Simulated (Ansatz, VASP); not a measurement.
## Ta5Cu: VASP beside Ansatz

```
CELL_PARAMETERS angstrom
3.29323 0.00000 0.00000
0.00000 3.29323 0.00000
0.00000 0.00000 19.14225
ATOMIC_POSITIONS crystal
Ta 0.00000 0.50000 0.10845
Ta 0.50000 0.00000 0.19310
Ta 0.50000 0.00000 0.89155
Ta 0.00000 0.50000 0.80690
Ta 0.50000 0.00000 0.72060
Ta 0.00000 0.50000 0.63149
Ta 0.50000 0.00000 0.54347
Ta 0.50000 0.00000 0.36851
Ta 0.00000 0.50000 0.45653
Ta 0.00000 0.50000 0.27940
Cu 0.50000 0.00000 0.03278
Cu 0.00000 0.50000 0.96722
```

Alike in both runs: functional PBE; k mesh 5 × 5 × 1; occupations gaussian, width 0.2 eV; no spin polarisation.

Ansatz relaxed the structure, and its values are those at the end. VASP's run is a single point on that final structure, the one shown.

```csv
,VASP,Ansatz
version,VASP 6.6.1,Ansatz 0.2.0
potentials or method,"VASP PAW PBE potentials, release 64 (Ta_pv, Cu), cutoff 520 eV","scalar-relativistic, plane waves, PAW"
valence electrons in the cell,132,168
```

|  | VASP | Ansatz | Ansatz less VASP |
| --- | --- | --- | --- |
| gap on the k mesh at the Fermi level (eV) | none | none | - |
| pressure (GPa) | 0.2 | 0.1 | -0.15 |
| rms of the force components (eV/Å) | 0.011 | 0.007 | -0.0038 |

A gap of «none» marks a metal or a gap that the smearing closes. VASP's potentials hold 132 valence electrons a cell and Ansatz's 168, so a difference there can come from the potentials and not from the codes.

The k mesh is coarse, so the values compare programs but aren't converged. Spin-orbit coupling is off throughout.
